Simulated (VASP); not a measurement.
Input of a VASP 6.6.1 run:

Contents of INCAR:

```
SYSTEM = Ir
PREC = Accurate
ENCUT = 520
EDIFF = 1E-6
ISMEAR = 0
SIGMA = 0.1
LREAL = .FALSE.
LASPH = .TRUE.
NELM = 80
ALGO = Normal
ISIF = 2
LWAVE = .FALSE.
LCHARG = .FALSE.
LDIPOL = .TRUE.
IDIPOL = 3
DIPOL = 0.5 0.5 0.500
GGA = PE
NBANDS = 20
```

KPOINTS

```
Automatic mesh
0
G
  15 15 1
  0 0 0
```

Contents of POSCAR:

```
Ir
1.0
    2.7369678024      0.0000000000      0.0000000000
   -1.3684839012      2.3702836462      0.0000000000
    0.0000000000      0.0000000000     19.4694497055
Ir
3
Direct
    0.6666666667      0.3333333333      0.3852189000
    0.3333333333      0.6666666667      0.5000000000
    0.0000000000      0.0000000000      0.6147811000
```

Potentials or basis: VASP PAW PBE potentials, release 64 (Ir).

Command:

```sh
$ cat potpaw_PBE.64/Ir/POTCAR > POTCAR
$ mpirun -np 1 vasp_std > vasp.out
```

Question: What does it give for the largest force?

Answer: 0.641 eV/Å.

Forces in eV/Å, atoms in the order of the input:
```
Ir   0.000  0.000  0.641
Ir   0.000  0.000  0.000
Ir   0.000  0.000 -0.641
```
